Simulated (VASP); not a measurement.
# LaSi2Ir2 (P4/nmm) in VASP: single point with LDA

Aim: the single point of LaSi2Ir2 with LDA.

All numbers are computed with VASP 6.6.1; they aren't measurements. Logs are shortened: lines on timing, memory, paths and dates and some standing lists are left out, and cuts for length are marked.

## Step 1: The cell of the first run

Symmetry: P4/nmm, No. 129, tetragonal system. The conventional cell has a = 4.149 Å, b = 4.149 Å, c = 9.859 Å, α = 90.00°, β = 90.00°, γ = 90.00°. Within 4.2 Å of La (site symmetry 4mm) lie 9 Ir at 3.16 to 3.65 Å and 9 Si at 3.18 to 3.78 Å and 4 La at 4.15 Å. Within 3.2 Å of Si (site symmetry 4mm) lie 5 Ir at 2.42 to 2.43 Å and 4 La at 3.19 Å. Si (site symmetry -4m2) has 4 Ir at 2.42 Å and 4 Si at 2.93 Å and 4 La at 3.18 Å within 3.2 Å. Within 3.2 Å of Ir (site symmetry 4mm) lie 5 Si at 2.42 Å and 4 La at 3.16 Å. Ir (site symmetry -4m2) has 4 Si at 2.43 Å and 4 Ir at 2.93 Å within 3.2 Å.

## Step 2: Single point, LDA

File INCAR:

```
SYSTEM = LaSi2Ir2
PREC     = Accurate       ! precision mode
ENCUT    = 520            ! plane-wave cutoff, eV
EDIFF    = 1E-7           ! SCF threshold, eV
ISMEAR   = 0              ! smearing method
SIGMA    = 0.05           ! smearing width, eV
LREAL    = .False.        ! projectors in reciprocal space
LASPH    = .True.         ! aspherical terms in the spheres
NELM     = 100            ! most SCF steps
ALGO     = Normal         ! electronic algorithm
ISIF     = 2              ! what is computed and relaxed
LWAVE    = .False.        ! write WAVECAR
LCHARG   = .False.        ! write CHGCAR
NBANDS   = 48             ! bands
```

File KPOINTS:

```
Automatic mesh
0
Gamma
  10 10 6
  0 0 0
```

File POSCAR:

```
LaSi2Ir2
1.0
    4.1493971973      0.0000000000      0.0000000000
    0.0000000000      4.1493971973      0.0000000000
    0.0000000000      0.0000000000      9.8593941061
La Si Ir
2 4 4
Direct
    0.0000000000      0.5000000000      0.2557490624
    0.5000000000      0.0000000000      0.7442509376
    0.5000000000      0.0000000000      0.1279680572
    0.0000000000      0.5000000000      0.8720319428
    0.5000000000      0.5000000000      0.5000000000
    0.0000000000      0.0000000000      0.5000000000
    0.5000000000      0.0000000000      0.3735444837
    0.0000000000      0.5000000000      0.6264555163
    0.5000000000      0.5000000000      0.0000000000
    0.0000000000      0.0000000000      0.0000000000
```

Potentials or basis: VASP PAW LDA potentials, release 64 (La, Si, Ir).

The run is started by

```sh
> cat potpaw_LDA.64/La/POTCAR potpaw_LDA.64/Si/POTCAR potpaw_LDA.64/Ir/POTCAR > POTCAR
> mpirun -np 1 vasp_std > vasp.out
```

OUTCAR:

```text
SYSTEM = LaSi2Ir2
   PREC = Accurate
   ENCUT = 520
   EDIFF = 1E-7
   ISMEAR = 0
   LREAL = .False.
   LASPH = .True.
   NELM = 100
   ISIF = 2

 ion  position               nearest neighbor table
   1  0.000  0.500  0.256-   7 3.16   7 3.16   7 3.16   7 3.16   6 3.18   5 3.18   5 3.18   6 3.18
                             3 3.19   3 3.19   3 3.19   3 3.19  10 3.27   9 3.27  10 3.27   9 3.27
   2  0.500  0.000  0.744-   8 3.16   8 3.16   8 3.16   8 3.16   6 3.18   6 3.18   5 3.18   5 3.18
                             4 3.19   4 3.19   4 3.19   4 3.19   9 3.27  10 3.27  10 3.27   9 3.27
   3  0.500  0.000  0.128-   7 2.42   9 2.43  10 2.43   9 2.43  10 2.43   1 3.19   1 3.19   1 3.19
                             1 3.19
   4  0.000  0.500  0.872-   8 2.42   9 2.43  10 2.43  10 2.43   9 2.43   2 3.19   2 3.19   2 3.19
                             2 3.19
   5  0.500  0.500  0.500-   7 2.42   8 2.42   7 2.42   8 2.42   6 2.93   6 2.93   6 2.93   6 2.93
                             1 3.18   2 3.18   2 3.18   1 3.18
   6  0.000  0.000  0.500-   7 2.42   8 2.42   8 2.42   7 2.42   5 2.93   5 2.93   5 2.93   5 2.93
                             2 3.18   1 3.18   2 3.18   1 3.18
   7  0.500  0.000  0.374-   5 2.42   6 2.42   5 2.42   6 2.42   3 2.42   1 3.16   1 3.16   1 3.16
                             1 3.16
   8  0.000  0.500  0.626-   5 2.42   6 2.42   6 2.42   5 2.42   4 2.42   2 3.16   2 3.16   2 3.16
                             2 3.16
   9  0.500  0.500  0.000-   3 2.43   4 2.43   3 2.43   4 2.43  10 2.93  10 2.93  10 2.93  10 2.93
                             1 3.27   2 3.27   2 3.27   1 3.27
  10  0.000  0.000  0.000-   3 2.43   4 2.43   4 2.43   3 2.43   9 2.93   9 2.93   9 2.93   9 2.93
                             2 3.27   1 3.27   2 3.27   1 3.27

  LATTYP: Found a simple tetragonal cell.
 ALAT       =     4.1493971973
 C/A-ratio  =     2.3761027536

  Lattice vectors:

 A1 = (   4.1493971973,   0.0000000000,   0.0000000000)
 A2 = (   0.0000000000,   4.1493971973,   0.0000000000)
 A3 = (   0.0000000000,   0.0000000000,   9.8593941061)

Analysis of symmetry for initial positions (statically):
=====================================================================
 Subroutine PRICEL returns:
 Original cell was already a primitive cell.

 Routine SETGRP: Setting up the symmetry group for a
 simple tetragonal supercell.

 Subroutine GETGRP returns: Found 16 space group operations
 (whereof  8 operations were pure point group operations)
 out of a pool of 16 trial point group operations.

The static configuration has the point symmetry D_2d.
 The point group associated with its full space group is D_4h.

Analysis of symmetry for dynamics (positions and initial velocities):
=====================================================================
 Subroutine PRICEL returns:
 Original cell was already a primitive cell.

 Routine SETGRP: Setting up the symmetry group for a
 simple tetragonal supercell.

[... 139 lines left out ...]
   IMIX   =      4    mixing-type and parameters
     AMIX     =   0.40;   BMIX     =  1.00
     AMIX_MAG =   1.60;   BMIX_MAG =  1.00
  volume/ion in A,a.u.               =      16.98       114.56
  Fermi-wavevector in a.u.,A,eV,Ry     =   1.241305  2.345727 20.964390  1.540839
  Thomas-Fermi vector in A             =   2.375709
   LORBIT       =      0    0 simple, 1 ext, 2 COOP (PROOUT), +10 PAW based schemes
   GGA     = CA    functional components
   LHFCALC =     F    Hartree Fock is set to
   AEXX    =    0.0000 exact exchange contribution
   IVDW    =     0    specifies the selected vdW correction
   LEPSILON=     F    determine dielectric tensor
   LRPA    =     F    only Hartree local field effects (RPA)
 non-spin polarized calculation
 Gauss-broadening in eV      SIGMA  =   0.05
  energy-cutoff  :      520.00
  volume of cell :      169.75
 maximum number of plane-waves:      4612
 NGX is ok and might be reduce to    32
   NGX = 15   NGY = 15   NGZ = 37

 number of electron      73.9999994 magnetization

 Free energy of the ion-electron system (eV)
  ---------------------------------------------------
  ext. energy  EPLUGINS =         0.00000000
  ---------------------------------------------------
  free energy    TOTEN  =       -86.98450999 eV

  energy without entropy =      -86.97824188  energy(sigma->0) =      -86.98137593

 E-fermi :   9.8684     XC(G=0): -12.0882

 val. band max:        9.8607854266   @ k =   0.0000   0.0000   0.3333
 cond. band min:       9.8696590251   @ k =   0.5000   0.1000   0.1667
 fundamental gap:      0.0088735984
 Fermi energy:         9.8683911245

 k-point     1 :       0.0000    0.0000    0.0000
  band No.  band energies     occupation
      1     -21.8337      2.00000
      2     -21.8294      2.00000
      3      -6.1921      2.00000
      4      -5.9453      2.00000
      5      -5.6182      2.00000
      6      -5.6182      2.00000
[... 1213 lines left out ...]
     47      12.6150      0.00000
     48      12.6637      0.00000

 [... further k-points ...]

------------------------ aborting loop because EDIFF is reached ----------------------------------------

  FORCE on cell =-STRESS in cart. coord.  units (eV):
  Direction    XX          YY          ZZ          XY          YZ          ZX
  --------------------------------------------------------------------------------------
  -------------------------------------------------------------------------------------
  Total        0.8028006      0.8028006      0.7248074      0.0000000      0.0000000      0.0000000
  in kB        7.5770127      7.5770127      6.8408959      0.0000000      0.0000000      0.0000000
  external PRESSURE =       7.3316404 kB  Pullay stress =       0.0000000 kB

 VOLUME and BASIS-vectors are now :
 -----------------------------------------------------------------------------
  energy-cutoff  :      520.00
  volume of cell :      169.75
      direct lattice vectors                 reciprocal lattice vectors
     4.149397197  0.000000000  0.000000000     0.240998861  0.000000000  0.000000000
     0.000000000  4.149397197  0.000000000     0.000000000  0.240998861  0.000000000
     0.000000000  0.000000000  9.859394106     0.000000000  0.000000000  0.101426111

 POSITION                                       TOTAL-FORCE (eV/Angst)
 -----------------------------------------------------------------------------------
      0.00000      2.07470      2.52153        -0.000000      0.000000     -0.001396
      2.07470      0.00000      7.33786         0.000000      0.000000      0.001396
      2.07470      0.00000      1.26169        -0.000000     -0.000000      0.043578
      0.00000      2.07470      8.59771         0.000000     -0.000000     -0.043578
      2.07470      2.07470      4.92970        -0.000000      0.000000      0.000000
      0.00000      0.00000      4.92970        -0.000000     -0.000000      0.000000
      2.07470      0.00000      3.68292        -0.000000      0.000000     -0.052113
      0.00000      2.07470      6.17647         0.000000     -0.000000      0.052113
      2.07470      2.07470      0.00000        -0.000000     -0.000000      0.000000
      0.00000      0.00000      0.00000        -0.000000      0.000000      0.000000
 -----------------------------------------------------------------------------------
    total drift:                                0.000000     -0.000000     -0.000000

  FREE ENERGIE OF THE ION-ELECTRON SYSTEM (eV)
  ---------------------------------------------------
  free  energy   TOTEN  =       -86.9845099864 eV

  energy  without entropy=      -86.9782418769  energy(sigma->0) =      -86.98137593
```

stdout:

```text
POSCAR found type information on POSCAR LaSiIr
 POSCAR found :  3 types and      10 ions
 scaLAPACK will be used
 LDA part: xc-table for (Slater(with rela. corr.)+CA(PZ))
 , standard interpolation
 POSCAR, INCAR and KPOINTS ok, starting setup
 FFT: planning ... GRIDC
 FFT: planning ... GRID_SOFT
 FFT: planning ... GRID
 WAVECAR not read
 entering main loop
```

It took 17 min on 1 thread of AMD EPYC 7R43 (Zen 3), shared host; peak memory 0.63 GiB.

Results:

- Free energy: -86.9845 eV
- Pressure: 0.7 GPa
- Largest force: 0.052 eV/Å
- Band gap on the k mesh: zero (band 37 reaches 10.50 eV, above the bottom of band 38 at 8.67 eV)

Forces in eV/Å, atoms in the order of the input:
```
La   0.000  0.000 -0.001
La   0.000  0.000  0.001
Si   0.000  0.000  0.044
Si   0.000  0.000 -0.044
Si   0.000  0.000  0.000
Si   0.000  0.000  0.000
Ir   0.000  0.000 -0.052
Ir   0.000  0.000  0.052
Ir   0.000  0.000  0.000
Ir   0.000  0.000  0.000
```

Caveat: spin-orbit coupling is left out, which moves the levels of the heavy elements.
